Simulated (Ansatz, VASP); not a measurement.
# Two plane-wave programs on AgRh

```
Ag Rh
1.0
     2.72089    0.00000    0.00000
    -1.36044    2.35636    0.00000
     0.00000    0.00000    4.71044
Ag Rh
1 1
Direct
  0.00000 0.00000 0.50000
  0.66667 0.33333 0.00000
```

Alike in both runs: task single point; functional LDA; k mesh 11 × 11 × 6; occupations fermi-dirac, width 0.05 eV; no spin polarisation.

|  | VASP | Ansatz |
| --- | --- | --- |
| version | VASP 6.6.1 | Ansatz 0.2.0 |
| potentials or method | VASP PAW LDA potentials, release 64 (Ag, Rh_pv) | Ansatz PAW |
| plane-wave cutoff (eV) | 520 | 420 |
| valence electrons in the cell | 26 | 36 |

|  | VASP | Ansatz | Ansatz less VASP |
| --- | --- | --- | --- |
| gap on the k mesh at the Fermi level (eV) | none | none | - |
| pressure (GPa) | -6.0 | -6.4 | -0.39 |
| traceless stress, the component that is largest in VASP (GPa) | -0.88 | -0.86 | +0.023 |

LDA's correlation is that of Perdew and Zunger in VASP and of Perdew and Wang (1992) in Ansatz. A gap of «none» marks a metal or a gap that the smearing closes. VASP's potentials hold 26 valence electrons a cell and Ansatz's 36, so a difference there can come from the potentials and not from the codes.
